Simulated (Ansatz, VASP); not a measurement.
# Two plane-wave programs on Ga

```
Ga
1.0
     1.34943   -3.89416    0.00000
     1.34943    3.89416    0.00000
     0.00000    0.00000    3.29375
Ga
2
Direct
  0.86627 0.13373 0.25000
  0.13373 0.86627 0.75000
```

Alike in both runs: functional LDA; k mesh 16 × 16 × 14; occupations gaussian, width 0.1 eV; no spin polarisation.

Ansatz relaxed the structure, and its values are those at the end. VASP's run is a single point on that final structure, the one shown.

```csv
,VASP,Ansatz
version,VASP 6.6.1,Ansatz 0.2.0
potentials or method,"VASP PAW LDA potentials, release 64 (Ga_d), cutoff 520 eV","scalar-relativistic, plane waves, PAW"
valence electrons in the cell,26,26
```

VASP gave:

| Item | Value |
| --- | --- |
| gap on the k mesh at the Fermi level (eV) | none |
| pressure (GPa) | 0.1 |

Q: What did Ansatz give for the same quantities?

A: gap on the k mesh at the Fermi level (eV): none; pressure (GPa): 0.0.

LDA's correlation is that of Perdew and Zunger in VASP and of Perdew and Wang (1992) in Ansatz. A gap of «none» marks a metal or a gap that the smearing closes.
